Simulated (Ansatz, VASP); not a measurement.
**One calculation of HfPdSe2, two programs**

```xyz
4
Lattice="3.7682 0.0000 0.0000 0.0000 3.7682 0.0000 0.0000 0.0000 5.8407" Properties=species:S:1:pos:R:3 pbc="T T T"
Hf    1.8841    1.8841    2.9204
Pd    1.8841    1.8841    0.0000
Se    0.0000    0.0000    2.9204
Se    0.0000    0.0000    0.0000
```

Alike in both runs: task relaxation of cell and atoms; functional PBE; k mesh 12 × 12 × 8; occupations gaussian, width 0.1 eV; no spin polarisation.

|  | VASP | Ansatz |
| --- | --- | --- |
| version | VASP 6.6.1 | Ansatz 0.2.0 |
| potentials or method | VASP PAW PBE potentials, release 64 (Hf_pv, Pd, Se), cutoff 600 eV | scalar-relativistic, plane waves, PAW |
| valence electrons in the cell | 32 | 76 |

```csv
,VASP,Ansatz,Ansatz less VASP
"gap on the k mesh at the Fermi level, each at its own relaxed structure (eV)",none,none,-
relaxed volume (Å³/atom),20.47,20.53,+0.062
relaxed length of the cell vector where the two differ most in proportion (Å),5.744,5.750,+0.0060
```

A gap of «none» marks a metal or a gap that the smearing closes. VASP's potentials hold 32 valence electrons a cell and Ansatz's 76, so a difference there can come from the potentials and not from the codes.

Spin-orbit coupling is off throughout.
